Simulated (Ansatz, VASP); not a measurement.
## Two plane-wave programs on TlPt

```
Tl Pt
1.0
     6.57683    0.00000    0.00000
    -3.28841    5.69570    0.00000
     0.00000    0.00000    3.99040
Tl Pt
3 3
Direct
  0.00000 0.50000 0.00000
  0.50000 0.00000 0.00000
  0.50000 0.50000 0.00000
  0.00000 0.00000 0.00000
  0.66667 0.33333 0.50000
  0.33333 0.66667 0.50000
```

Alike in both runs: task single point; functional PBE; k mesh 6 × 6 × 10; occupations gaussian, width 0.1 eV; no spin polarisation.

|  | VASP | Ansatz |
| --- | --- | --- |
| version | VASP 6.6.1 | Ansatz 0.2.0 |
| potentials or method | VASP PAW PBE potentials, release 64 (Tl_d, Pt), cutoff 520 eV | scalar-relativistic, plane waves, PAW |
| valence electrons in the cell | 69 | 93 |

```csv
,VASP,Ansatz,Ansatz less VASP
gap on the k mesh at the Fermi level (eV),none,none,-
pressure (GPa),0.0,0.0,+0.02
```

A gap of «none» marks a metal or a gap that the smearing closes. With one functional, cell and mesh, what is left measures potentials, basis and numerics. VASP's potentials hold 69 valence electrons a cell and Ansatz's 93, so a difference there can come from the potentials and not from the codes.

Spin-orbit coupling is off throughout.
